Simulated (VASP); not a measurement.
Input of a VASP 6.6.1 run:

INCAR

```
SYSTEM = NaNb16
ALGO     = Normal         ! electronic algorithm
EDIFF    = 1E-6           ! SCF threshold, eV
ENCUT    = 520            ! plane-wave cutoff, eV
GGA      = PE             ! functional
ISIF     = 2              ! what is computed and relaxed
ISMEAR   = -1             ! smearing method
LASPH    = .True.         ! aspherical terms in the spheres
LCHARG   = .True.         ! write CHGCAR
LELF     = .True.         ! ELF
LREAL    = Auto         
LVHAR    = .True.       
LWAVE    = .False.        ! write WAVECAR
NBANDS   = 122            ! bands
NELM     = 60             ! most SCF steps
PREC     = Accurate       ! precision mode
SIGMA    = 0.1            ! smearing width, eV
```

File KPOINTS:

```
k-points
0
Gamma
  2 2 2
  0 0 0
```

Contents of POSCAR:

```
NaNb16
1.0
    6.6000000000      0.0000000000      0.0000000000
    0.0000000000      6.6000000000      0.0000000000
    0.0000000000      0.0000000000      6.6000000000
Nb Na
16 1
Direct
    0.0065454545     -0.0139848485      0.0040606061
    0.5052878788      0.0113939394      0.0127727273
    0.0206363636      0.4787727273      0.0051515152
    0.0746818182      0.0336363636      0.4658939394
    0.2565909091      0.2555303030      0.2072575758
    0.4583484848      0.5029545455     -0.0097121212
    0.4861666667      0.0429090909      0.4918787879
    0.7378787879      0.2508939394      0.2518636364
   -0.0088787879      0.4879545455      0.4673181818
    0.2573030303      0.7405757576      0.2464545455
    0.2680151515      0.2638484848      0.7129848485
    0.4906212121      0.5141515152      0.4918787879
    0.7401060606      0.7550606061      0.2511212121
    0.7490000000      0.2716666667      0.7422424242
    0.2494545455      0.7463333333      0.7555151515
    0.7511060606      0.6930303030      0.8899848485
    0.7967424242     -0.1383636364      0.6072575758
```

Potentials or basis: VASP PAW PBE potentials, release 64 (Nb_sv, Na_pv).

Launch:

```bash
$ cat potpaw_PBE.64/Nb_sv/POTCAR potpaw_PBE.64/Na_pv/POTCAR > POTCAR
$ mpirun -np 1 vasp_std > vasp.out
```

(1) What does it give for the pressure?

(2) Predict the band gap on the k mesh.

(3) Predict the largest force.

Answers

(1) 18.8 GPa.

(2) zero (an odd number of electrons rules out a gap without spin polarisation).

(3) 2.108 eV/Å.

Caveat: the k points lie up to 0.48 Å⁻¹ apart, too coarse for converged energies and pressures of a metal.
